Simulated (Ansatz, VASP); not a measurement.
## Two plane-wave programs on Cl

```xyz
8
Lattice="2.1701 -4.5659 -0.0229 6.4519 4.5383 -0.0895 -0.1113 -0.0097 8.6496" Properties=species:S:1:pos:R:3 pbc="T T T"
Cl    2.1139   -0.9676   -0.1762
Cl    2.1051   -1.1230    4.2602
Cl    6.4717   -0.9394   -0.1069
Cl    6.4057   -1.1122    4.3703
Cl    2.1490    0.9382   -0.0095
Cl    2.0212    1.2676    4.3312
Cl    6.5703    0.9321   -0.2005
Cl    6.4285    0.8743    4.3808
```

Change from the starting cell: cell x4, atoms moved at random (sigma 0.1 Å) and cell strained at random (1.5 %), then relaxed without symmetry.

Alike in both runs: task relaxation of cell and atoms; functional PBE; k mesh 4 × 2 × 2; occupations gaussian, width 0.1 eV; no spin polarisation.

```csv
,VASP,Ansatz
version,VASP 6.6.1,Ansatz 0.2.0
potentials or method,"VASP PAW PBE potentials, release 64 (Cl), cutoff 600 eV","scalar-relativistic, plane waves, PAW"
valence electrons in the cell,56,56
```

```tsv
	VASP	Ansatz	Ansatz less VASP
gap on the k mesh at the Fermi level, each at its own relaxed structure (eV)	1.93	1.80	-0.121
relaxed volume (Å³/atom)	44.38	45.92	+1.544
relaxed length of the cell vector where the two differ most in proportion (Å)	5.134	5.342	+0.2083
```
